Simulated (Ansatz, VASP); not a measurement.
# Two plane-wave programs on CoO

```
Co O
1.0
     2.61615    0.00000    0.00000
     0.00000    2.61615    0.00000
     0.00000    0.00000    2.61615
Co O
1 1
Direct
  0.00000 0.00000 0.00000
  0.50000 0.50000 0.50000
```

Alike in both runs: functional PBE; k mesh 8 × 8 × 8; occupations gaussian, width 0.1 eV; collinear spin.

Ansatz relaxed the structure, and its values are those at the end. VASP's run is a single point on that final structure, the one shown.

|  | VASP | Ansatz |
| --- | --- | --- |
| version | VASP 6.6.1 | Ansatz 0.2.0 |
| potentials or method | VASP PAW PBE potentials, release 64 (Co, O), cutoff 520 eV | scalar-relativistic, plane waves, PAW |
| valence electrons in the cell | 15 | 23 |

VASP gave:

```
gap on the k mesh at the Fermi level (eV)                     : none
pressure (GPa)                                                : -0.4
net moment per atom (μB)                                      : 1.50
size of the moment on the site where the two differ most (μB) : 0.44
```

**Question.** Which values does Ansatz return?

**Answer.** gap on the k mesh at the Fermi level (eV): none; pressure (GPa): 0.1; net moment per atom (μB): 1.50; size of the moment on the site where the two differ most (μB): 0.47.

Site moments also hang on the region over which each program counts them. A gap of «none» marks a metal or a gap that the smearing closes. VASP's potentials hold 15 valence electrons a cell and Ansatz's 23, so a difference there can come from the potentials and not from the codes.
